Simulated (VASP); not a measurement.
# Ca (P6_3/mmc) in VASP: further runs

The runs below take Ca through single point, with LDA.

Program: VASP 6.6.1. These are calculated values, not measurements. Logs are shortened: lines on timing, memory, paths and dates and some standing lists are left out, and cuts for length are marked.

## Step 1: The cell of the first run

It takes space group P6_3/mmc (No. 194, hexagonal). Conventional cell: a = 2.924 Å, b = 2.924 Å, c = 4.445 Å, α = 90.00°, β = 90.00°, γ = 120.00°. Within 3.7 Å of Ca (site symmetry -6m2) lie 12 Ca at 2.79 to 2.92 Å.

This isn't the form of Ca at room conditions, which is fcc.

## Step 2: Single point, LDA (16.45 Å³/atom)

POSCAR reads:

```
Ca
1.0
    2.9236044784      0.0000000000      0.0000000000
   -1.4618022392      2.5319157489      0.0000000000
    0.0000000000      0.0000000000      4.4449765278
Ca
2
Direct
    0.3333333333      0.6666666667      0.2500000000
    0.6666666667      0.3333333333      0.7500000000
```

INCAR.step1 reads:

```
PREC = Accurate
ENCUT = 520
EDIFF = 1E-6
ISMEAR = -1
SIGMA = 0.05
LREAL = False
LASPH = True
NELM = 80
ALGO = Normal
ISIF = 2
LWAVE = False
LCHARG = True
NBANDS = 17
```

KPOINTS.step1 reads:

```
Automatic mesh
0
Gamma
  12 12 6
```

INCAR.step2 reads:

```
PREC = Accurate
ENCUT = 520
EDIFF = 1E-6
ISMEAR = -5
SIGMA = 0.05
LREAL = False
LASPH = True
NELM = 80
ALGO = Normal
ISIF = 2
LWAVE = False
LCHARG = False
LORBIT = 11
NBANDS = 17
NEDOS = 1001
ICHARG = 11
```

KPOINTS.step2 reads:

```
Automatic mesh
0
Gamma
  18 18 9
```

Potentials or basis: VASP PAW LDA potentials, release 64 (Ca_sv).

Started as:

```console
$ cat potpaw_LDA.64/Ca_sv/POTCAR > POTCAR
$ cp INCAR.step1 INCAR
$ cp KPOINTS.step1 KPOINTS
$ mpirun -np 1 vasp_std > vasp.out
$ cp INCAR.step2 INCAR
$ cp KPOINTS.step2 KPOINTS
$ mpirun -np 1 vasp_std > vasp.out
```

OUTCAR:

```text
PREC = Accurate
   ENCUT = 520
   EDIFF = 1E-6
   ISMEAR = -5
   LREAL = False
   LASPH = True
   NELM = 80
   ISIF = 2
   LORBIT = 11
   ICHARG = 11

 ion  position               nearest neighbor table
   1  0.333  0.667  0.250-   2 2.79   2 2.79   2 2.79   2 2.79   2 2.79   2 2.79
   2  0.667  0.333  0.750-   1 2.79   1 2.79   1 2.79   1 2.79   1 2.79   1 2.79

  LATTYP: Found a hexagonal cell.
 ALAT       =     2.9236044784
 C/A-ratio  =     1.5203754682

  Lattice vectors:

 A1 = (   2.9236044784,   0.0000000000,   0.0000000000)
 A2 = (  -1.4618022392,   2.5319157489,   0.0000000000)
 A3 = (   0.0000000000,   0.0000000000,   4.4449765278)

Analysis of symmetry for initial positions (statically):
=====================================================================
 Subroutine PRICEL returns:
 Original cell was already a primitive cell.

 Routine SETGRP: Setting up the symmetry group for a
 hexagonal supercell.

 Subroutine GETGRP returns: Found 24 space group operations
 (whereof 12 operations were pure point group operations)
 out of a pool of 24 trial point group operations.

The static configuration has the point symmetry D_3d.
 The point group associated with its full space group is D_6h.

Analysis of symmetry for dynamics (positions and initial velocities):
=====================================================================
 Subroutine PRICEL returns:
 Original cell was already a primitive cell.

 Routine SETGRP: Setting up the symmetry group for a
 hexagonal supercell.

 Subroutine GETGRP returns: Found 24 space group operations
 (whereof 12 operations were pure point group operations)
 out of a pool of 24 trial point group operations.

The dynamic configuration has the point symmetry D_3d.
 The point group associated with its full space group is D_6h.

 Subroutine INISYM returns: Found 24 space group operations
 (whereof 12 operations are pure point group operations),
 and found     1 'primitive' translations

----------------------------------------------------------------------------------------

                                     Primitive cell

  volume of cell :      32.9031

  direct lattice vectors                    reciprocal lattice vectors
     2.923604478  0.000000000  0.000000000     0.342043531  0.197478925  0.000000000
    -1.461802239  2.531915749  0.000000000     0.000000000  0.394957850  0.000000000
     0.000000000  0.000000000  4.444976528     0.000000000  0.000000000  0.224973067

  length of vectors
     2.923604478  2.923604478  4.444976528     0.394957850  0.394957850  0.224973067

  position of ions in fractional coordinates (direct lattice)
     0.333333333  0.666666667  0.250000000
     0.666666667  0.333333333  0.750000000

  ion indices of the primitive-cell ions
   primitive index   ion index
                 1           1
                 2           2

----------------------------------------------------------------------------------------

 KPOINTS: Automatic mesh

Automatic generation of k-mesh.
 Grid dimensions read from file:
 generate k-points for:   18   18    9

 Generating k-lattice:

  Cartesian coordinates                     Fractional coordinates (reciprocal lattice)
     0.019002418  0.010971051  0.000000000     0.055555556 -0.000000000  0.000000000
     0.000000000  0.021942103  0.000000000     0.000000000  0.055555556  0.000000000
     0.000000000  0.000000000  0.024997007     0.000000000  0.000000000  0.111111111

  Length of vectors
     0.021942103  0.021942103  0.024997007

  Shift w.r.t. Gamma in fractional coordinates (k-lattice)
     0.000000000  0.000000000  0.000000000

 TETIRR: Found   2805 inequivalent tetrahedra from    17496

 Subroutine IBZKPT returns following result:
 ===========================================

 Found    185 irreducible k-points:

 Following reciprocal coordinates:
            Coordinates               Weight
  0.000000  0.000000  0.000000      1.000000
  0.055556 -0.000000  0.000000      6.000000
  0.111111 -0.000000  0.000000      6.000000
  0.166667  0.000000  0.000000      6.000000
  0.222222 -0.000000  0.000000      6.000000
  0.277778 -0.000000  0.000000      6.000000
[... 16 lines left out ...]
  0.333333  0.111111  0.000000     12.000000
  0.388889  0.111111  0.000000     12.000000
 [... further k-points ...]
   k-points           NKPTS =    185   k-points in BZ     NKDIM =    185   number of bands    NBANDS=     17
   number of dos      NEDOS =   1001   number of ions     NIONS =      2
   total plane-waves  NPLWV =  20736
   dimension x,y,z NGX =    24 NGY =   24 NGZ =   36
   dimension x,y,z NGXF=    48 NGYF=   48 NGZF=   72
   ions per type =               2
   NGX,Y,Z   is equivalent  to a cutoff of  13.65, 13.65, 13.46 a.u.
   NGXF,Y,Z  is equivalent  to a cutoff of  27.29, 27.29, 26.93 a.u.
 SYSTEM =  unknown system
   PREC   = accura    normal or accurate (medium, high low for compatibility)
   ISTART =      0    job   : 0-new  1-cont  2-samecut
   ICHARG =     11    charge: 1-file 2-atom 10-const
   ISPIN  =      1    spin polarized calculation?
   LNONCOLLINEAR =      F non collinear calculations
   LSORBIT =      F    spin-orbit coupling
   LASPH  =      T    aspherical Exc in radial PAW
   ENCUT  =  520.0 eV  38.22 Ry    6.18 a.u.   5.44  5.44  8.26*2*pi/ulx,y,z
   NELM   =     80;   NELMIN=  2; NELMDL=  0     # of ELM steps
   EDIFF  = 0.1E-05   stopping-criterion for ELM
   LREAL  =      F    real-space projection
   EDIFFG = 0.1E-04   stopping-criterion for IOM
   NSW    =      0    number of steps for IOM
   IBRION =     -1    ionic relax: 0-MD 1-quasi-New 2-CG
   NFREE  =      0    steps in history (QN), initial steepest desc. (CG)
   ISIF   =      2    stress and relaxation
   ISYM   =      2    0-nonsym 1-usesym 2-fastsym
   POTIM  = 0.5000    time-step for ionic-motion
   TEBEG  =    0.0;   TEEND  =   0.0 temperature during run
   PSTRESS=    0.0 pullay stress
   NELECT =      20.0000    total number of electrons
   NUPDOWN=      -1.0000    fix difference up-down
   EMIN   =  10.00;   EMAX   =-10.00  energy-range for DOS
   EFERMI =   0.00;   METHOD = LEGACY
   ISMEAR =    -5;   SIGMA  =   0.05  broadening in eV -4-tet -1-fermi 0-gaus
   EFERMI_NEDOS =   21; number of points for ismear=-14 and -15
   IALGO  =     38    algorithm
   IMIX   =      4    mixing-type and parameters
     AMIX     =   0.40;   BMIX     =  1.00
     AMIX_MAG =   1.60;   BMIX_MAG =  1.00
  volume/ion in A,a.u.               =      16.45       111.02
  Fermi-wavevector in a.u.,A,eV,Ry     =   1.386774  2.620623 26.165940  1.923142
  Thomas-Fermi vector in A             =   2.511058
   LORBIT       =     11    0 simple, 1 ext, 2 COOP (PROOUT), +10 PAW based schemes
   GGA     = CA    functional components
   LHFCALC =     F    Hartree Fock is set to
   AEXX    =    0.0000 exact exchange contribution
   IVDW    =     0    specifies the selected vdW correction
   LEPSILON=     F    determine dielectric tensor
   LRPA    =     F    only Hartree local field effects (RPA)
 non-spin polarized calculation
 Fermi weights with tetrahedron method with Bloechl corrections
  energy-cutoff  :      520.00
  volume of cell :       32.90
 maximum number of plane-waves:       911
 NGX is ok and might be reduce to    24

 number of electron      20.0000001 magnetization

 Free energy of the ion-electron system (eV)
  ---------------------------------------------------
  ext. energy  EPLUGINS =         0.00000000
  ---------------------------------------------------
  free energy    TOTEN  =        -0.35435591 eV

  energy without entropy =       -0.35435591  energy(sigma->0) =       -0.35435591

 E-fermi :   6.9639     XC(G=0): -11.6962

 val. band max:        7.0941457632   @ k =   0.3333   0.3333   0.4444
 cond. band min:       6.8972269022   @ k =   0.3889   0.1667   0.0000
 fundamental gap:     -0.1969188611
 Fermi energy:         6.9638984839

 k-point     1 :       0.0000    0.0000    0.0000
  band No.  band energies     occupation
      1     -33.3919      2.00000
      2     -32.6102      2.00000
      3     -15.9339      2.00000
      4     -13.7227      2.00000
      5     -13.7227      2.00000
      6     -13.3175      2.00000
[... 9 lines left out ...]
     16      11.2819      0.00000
     17      11.5115      0.00000

 k-point     2 :       0.0556   -0.0000    0.0000
  band No.  band energies     occupation
      1     -33.3775      2.00000
      2     -32.6056      2.00000
      3     -15.9097      2.00000
      4     -13.7774      2.00000
      5     -13.7417      2.00000
      6     -13.3741      2.00000
[... 9 lines left out ...]
     16      11.2207      0.00000
     17      11.4135      0.00000

 k-point     3 :       0.1111   -0.0000    0.0000
  band No.  band energies     occupation
      1     -33.3354      2.00000
      2     -32.5927      2.00000
      3     -15.8384      2.00000
      4     -13.9347      2.00000
      5     -13.7945      2.00000
      6     -13.5325      2.00000
[... 9 lines left out ...]
     16      11.3319      0.00000
     17      11.4868      0.00000

 k-point     4 :       0.1667    0.0000    0.0000
  band No.  band energies     occupation
      1     -33.2689      2.00000
      2     -32.5742      2.00000
      3     -15.7235      2.00000
      4     -14.1743      2.00000
      5     -13.8712      2.00000
      6     -13.7632      2.00000
[... 9 lines left out ...]
     16      11.1987      0.00000
     17      11.9101      0.00000
[... 343 lines left out ...]
      1     -32.9592      2.00000
      2     -32.5279      2.00000
      3     -15.1371      2.00000
      4     -15.0159      2.00000
      5     -14.6296      2.00000
      6     -14.1482      2.00000
[... 9 lines left out ...]
     16      13.2147      0.00000
     17      13.5219      0.00000

 k-point    23 :       0.3333    0.1111    0.0000
  band No.  band energies     occupation
      1     -32.8704      2.00000
      2     -32.5327      2.00000
      3     -15.2293      2.00000
      4     -14.9450      2.00000
      5     -14.7431      2.00000
      6     -14.2640      2.00000
[... 9 lines left out ...]
     16      13.8563      0.00000
     17      14.2445      0.00000

 k-point    24 :       0.3889    0.1111    0.0000
  band No.  band energies     occupation
      1     -32.8026      2.00000
      2     -32.5451      2.00000
      3     -15.3664      2.00000
      4     -14.8161      2.00000
      5     -14.7861      2.00000
      6     -14.3387      2.00000
[... 9 lines left out ...]
     16      14.5060      0.00000
     17      14.7384      0.00000

 [... further k-points ...]

------------------------ aborting loop because EDIFF is reached ----------------------------------------

  FORCE on cell =-STRESS in cart. coord.  units (eV):
  Direction    XX          YY          ZZ          XY          YZ          ZX
  --------------------------------------------------------------------------------------
  -------------------------------------------------------------------------------------
  Total        9.7270883      9.7270883      9.7478062      0.0000000     -0.0000000      0.0000000
  in kB      473.6484287    473.6484287    474.6572591      0.0000000     -0.0000000      0.0000000
  external PRESSURE =     473.9847055 kB  Pullay stress =       0.0000000 kB

 VOLUME and BASIS-vectors are now :
 -----------------------------------------------------------------------------
  energy-cutoff  :      520.00
  volume of cell :       32.90
      direct lattice vectors                 reciprocal lattice vectors
     2.923604478  0.000000000  0.000000000     0.342043531  0.197478925  0.000000000
    -1.461802239  2.531915749  0.000000000     0.000000000  0.394957850  0.000000000
     0.000000000  0.000000000  4.444976528     0.000000000  0.000000000  0.224973067

 POSITION                                       TOTAL-FORCE (eV/Angst)
 -----------------------------------------------------------------------------------
     -0.00000      1.68794      1.11124        -0.000000     -0.000000      0.000000
      1.46180      0.84397      3.33373         0.000000      0.000000      0.000000
 -----------------------------------------------------------------------------------
    total drift:                               -0.000000      0.000000     -0.000000

  FREE ENERGIE OF THE ION-ELECTRON SYSTEM (eV)
  ---------------------------------------------------
  free  energy   TOTEN  =        -0.3543559064 eV

  energy  without entropy=       -0.3543559064  energy(sigma->0) =       -0.35435591

 total charge

# of ion       s       p       d       tot
------------------------------------------
    1        2.163   5.793   0.723   8.680
    2        2.163   5.793   0.723   8.680
--------------------------------------------------
tot          4.327  11.586   1.447  17.360
```

It took 87 s on 1 thread of Intel Xeon 8259CL, shared host; peak memory 0.21 GiB.

What came out:

```
Valence electrons inside the program's atomic spheres : Ca 8.68
```

Levels at points of the mesh, in eV from the Fermi level:
| k point | band 6 | band 7 | band 8 | band 9 | band 10 | band 11 | band 12 | band 13 | band 14 | band 15 |
| --- | --- | --- | --- | --- | --- | --- | --- | --- | --- | --- |
| (0.00, 0.00, 0.00) | -20.28 | -20.28 | -20.10 | -4.16 | -1.73 | 3.05 | 3.05 | 3.98 | 4.17 | 4.17 |
| (0.50, 0.00, 0.00) | -21.21 | -20.86 | -20.47 | -1.55 | -0.73 | -0.63 | 2.05 | 2.50 | 3.69 | 4.41 |

Caveat: tetrahedron occupations give inexact forces and stress in metals.

## Step 3: Single point, LDA (22.19 Å³/atom)

This run uses another cell than the first one, of 22.19 Å³/atom.

POSCAR reads:

```
Ca
1.0
    3.1292346967      0.0000000000      0.0000000000
   -1.5646173483      2.7099967417      0.0000000000
    0.0000000000      0.0000000000      5.2334728182
Ca
2
Direct
    0.3333333333      0.6666666667      0.2500000000
    0.6666666667      0.3333333333      0.7500000000
```

INCAR.step1 reads:

```
PREC = Accurate
ENCUT = 520
EDIFF = 1E-6
ISMEAR = -1
SIGMA = 0.05
LREAL = F
LASPH = T
NELM = 60
ALGO = Normal
ISIF = 2
LWAVE = F
LCHARG = T
GGA = CA
NBANDS = 17
```

KPOINTS.step1 is that of step 2.

INCAR.step2 reads:

```
PREC = Accurate
ENCUT = 520
EDIFF = 1E-6
ISMEAR = -5
SIGMA = 0.05
LREAL = F
LASPH = T
NELM = 60
ALGO = Normal
ISIF = 2
LWAVE = F
LCHARG = F
GGA = CA
LORBIT = 11
NBANDS = 17
NEDOS = 1001
ICHARG = 11
```

KPOINTS.step2 is that of step 2.

Potentials or basis: VASP PAW LDA potentials, release 64 (Ca_sv).

Started as:

```console
$ cat potpaw_LDA.64/Ca_sv/POTCAR > POTCAR
$ cp INCAR.step1 INCAR
$ cp KPOINTS.step1 KPOINTS
$ mpirun -np 1 vasp_std > vasp.out
$ cp INCAR.step2 INCAR
$ cp KPOINTS.step2 KPOINTS
$ mpirun -np 1 vasp_std > vasp.out
```

Wall time 1.7 min (1 thread of Intel Xeon 8259CL, shared host); peak memory 0.23 GiB.

It converged, with:

| Item | Value |
| --- | --- |
| Valence electrons inside the program's atomic spheres | Ca 8.40 |

Levels at points of the mesh, in eV from the Fermi level:
```
           k point  band 6  band 7  band 8  band 9  band 10  band 11  band 12  band 13  band 14  band 15
(0.00, 0.00, 0.00)  -21.01  -21.01  -21.01   -4.60    -1.29     1.41     2.88     3.10     3.10     3.69
(0.50, 0.00, 0.00)  -21.39  -21.24  -21.16   -0.87    -0.66    -0.43     1.01     2.29     3.01     3.14
```

Caveat: tetrahedron occupations give inexact forces and stress in metals.

## Step 4: Single point, LDA (22.19 Å³/atom)

This run uses another cell than the first one, of 22.19 Å³/atom.

POSCAR is that of step 3.

INCAR.step1 reads:

```
SYSTEM = Ca
ALGO = Normal
EDIFF = 1E-6
ENCUT = 520
ISIF = 2
ISMEAR = -1
LASPH = .True.
LCHARG = .True.
LREAL = .False.
LWAVE = .False.
NBANDS = 17
NELM = 80
PREC = Accurate
SIGMA = 0.05
```

KPOINTS.step1 reads:

```
k-points
0
Gamma
  12 12 6
  0 0 0
```

INCAR.step2 reads:

```
SYSTEM = Ca
ALGO = Normal
EDIFF = 1E-6
ENCUT = 520
ICHARG = 11
ISIF = 2
ISMEAR = -5
LASPH = .True.
LCHARG = .False.
LORBIT = 11
LREAL = .False.
LWAVE = .False.
NBANDS = 17
NEDOS = 1001
NELM = 80
PREC = Accurate
SIGMA = 0.05
```

KPOINTS.step2 reads:

```
k-points
0
Gamma
  18 18 9
  0 0 0
```

Started as:

```console
$ cat potpaw_LDA.64/Ca_sv/POTCAR > POTCAR
$ cp INCAR.step1 INCAR
$ cp KPOINTS.step1 KPOINTS
$ mpirun -np 1 vasp_std > vasp.out
$ cp INCAR.step2 INCAR
$ cp KPOINTS.step2 KPOINTS
$ mpirun -np 1 vasp_std > vasp.out
```

Run time: 1.7 min. Hardware: 1 thread of Intel Xeon 8259CL, shared host; peak memory 0.23 GiB.

It converged, with:

* Valence electrons inside the program's atomic spheres: Ca 8.40

Levels at points of the mesh, in eV from the Fermi level:
| k point | band 6 | band 7 | band 8 | band 9 | band 10 | band 11 | band 12 | band 13 | band 14 | band 15 |
| --- | --- | --- | --- | --- | --- | --- | --- | --- | --- | --- |
| (0.00, 0.00, 0.00) | -21.01 | -21.01 | -21.01 | -4.60 | -1.29 | 1.41 | 2.88 | 3.10 | 3.10 | 3.69 |
| (0.50, 0.00, 0.00) | -21.39 | -21.24 | -21.16 | -0.87 | -0.66 | -0.43 | 1.01 | 2.29 | 3.01 | 3.14 |

Caveat: tetrahedron occupations give inexact forces and stress in metals.

## Step 5: Single point, LDA (33.67 Å³/atom)

This run uses another cell than the first one, of 33.67 Å³/atom.

POSCAR reads:

```
Ca
1.0
    3.6052008203      0.0000000000      0.0000000000
   -1.8026004102      3.1221954961      0.0000000000
    0.0000000000      0.0000000000      5.9822148014
Ca
2
Direct
    0.3333333333      0.6666666667      0.2500000000
    0.6666666667      0.3333333333      0.7500000000
```

INCAR.step1 reads:

```
ALGO = Normal
EDIFF = 1E-7
ENCUT = 520
GGA = CA
ISIF = 2
ISMEAR = -1
LASPH = True
LCHARG = True
LREAL = False
LWAVE = False
NBANDS = 17
NELM = 80
PREC = Accurate
SIGMA = 0.05
```

KPOINTS.step1 reads:

```
k-points
0
Gamma
  12 12 6
```

INCAR.step2 reads:

```
ALGO = Normal
EDIFF = 1E-7
ENCUT = 520
GGA = CA
ICHARG = 11
ISIF = 2
ISMEAR = -5
LASPH = True
LCHARG = False
LORBIT = 10
LREAL = False
LWAVE = False
NEDOS = 2001
NELM = 80
PREC = Accurate
SIGMA = 0.05
```

KPOINTS.step2 reads:

```
k-points
0
Gamma
  18 18 9
```

Started as:

```console
$ cat potpaw_LDA.64/Ca_sv/POTCAR > POTCAR
$ cp INCAR.step1 INCAR
$ cp KPOINTS.step1 KPOINTS
$ mpirun -np 1 vasp_std > vasp.out
$ cp INCAR.step2 INCAR
$ cp KPOINTS.step2 KPOINTS
$ mpirun -np 1 vasp_std > vasp.out
```

Wall time 2.9 min (1 thread of Intel Xeon 8259CL, shared host); peak memory 0.28 GiB.

Results (log left out):

| Quantity | Value |
| --- | --- |
| Valence electrons inside the program's atomic spheres | Ca 8.16 |

Levels at points of the mesh, in eV from the Fermi level:
```
           k point  band 7  band 8  band 9  band 10  band 11  band 12  band 13  band 14
(0.00, 0.00, 0.00)  -22.25  -22.24   -4.45    -1.25     0.04     2.36     2.46     2.46
(0.50, 0.00, 0.00)  -22.31  -22.30   -1.15    -0.60    -0.03     0.24     1.53     2.15
```

Caveat: tetrahedron occupations give inexact forces and stress in metals.
